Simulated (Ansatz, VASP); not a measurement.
One calculation of ZnCu, two programs

```
Zn Cu
1.0
     3.02130    0.00000    0.00000
     0.00000    3.02130    0.00000
     0.00000    0.00000    3.02130
Zn Cu
1 1
Cartesian
  1.5106 1.5106 1.5106
  0.0000 0.0000 0.0000
```

Alike in both runs: task single point; functional PBE; k mesh 14 × 14 × 14; occupations gaussian, width 0.1 eV; no spin polarisation.

|  | VASP | Ansatz |
| --- | --- | --- |
| version | VASP 6.6.1 | Ansatz 0.2.0 |
| potentials or method | VASP PAW PBE potentials, release 64 (Zn, Cu), cutoff 520 eV | scalar-relativistic, plane waves, PAW |
| valence electrons in the cell | 23 | 31 |

VASP gave:

* gap on the k mesh at the Fermi level (eV): none
* pressure (GPa): -5.4

What did Ansatz give for the same quantities?

gap on the k mesh at the Fermi level (eV): none; pressure (GPa): -5.8.

A gap of «none» marks a metal or a gap that the smearing closes. VASP's potentials hold 23 valence electrons a cell and Ansatz's 31, so a difference there can come from the potentials and not from the codes.
